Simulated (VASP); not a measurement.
A run of VASP 6.6.1:

Contents of POSCAR:

```
MgO
1.0
    2.1021675162      2.1021675162      0.0000000000
   -2.1021675162      2.1021675162      0.0000000000
    0.0000000000      2.1021675162      2.1021675162
Mg O
1 1
Direct
    0.0000000000      0.0000000000      0.0000000000
    0.5000000000      0.5000000000      0.0000000000
```

Contents of INCAR.step1:

```
PREC = Accurate
ENCUT = 920
ISMEAR = -1
SIGMA = 0.08
LREAL = F
LASPH = T
NELM = 120
NBANDS = 15
GGA = PE
ALGO = Normal
EDIFF = 1E-5
LWAVE = T
LCHARG = F
GGA_COMPAT = F
```

The input INCAR.step2:

```
PREC = Accurate
ENCUT = 920
EDIFF = 1E-6
ISMEAR = -1
SIGMA = 0.08
LREAL = F
LASPH = T
NELM = 120
ALGO = Normal
ISIF = 2
LWAVE = F
LCHARG = T
METAGGA = R2SCAN
LMIXTAU = T
LELF = T
LVHAR = T
NBANDS = 15
ISTART = 1
GGA_COMPAT = F
```

KPOINTS

```
regular mesh
0
Gamma
  14 14 14
```

Potentials or basis: VASP PAW PBE potentials, release 64 (Mg_sv, O).

Command:

```sh
$ cat potpaw_PBE.64/Mg_sv/POTCAR potpaw_PBE.64/O/POTCAR > POTCAR
$ cp INCAR.step1 INCAR
$ mpirun -np 1 vasp_std > vasp.out
$ cp INCAR.step2 INCAR
$ mpirun -np 1 vasp_std > vasp.out
```

Hardware: 1 thread of Intel(R) Xeon(R) Platinum 8259CL CPU @ 2.50GHz (Skylake/Cascade Lake), on a shared host.

Q: Estimate the wall time of this run.

A: Run time: 4.1 min on 1 thread of Intel(R) Xeon(R) Platinum 8259CL CPU @ 2.50GHz (Skylake/Cascade Lake), with other jobs on the host, peak memory 0.21 GiB. Counts: k points 104.
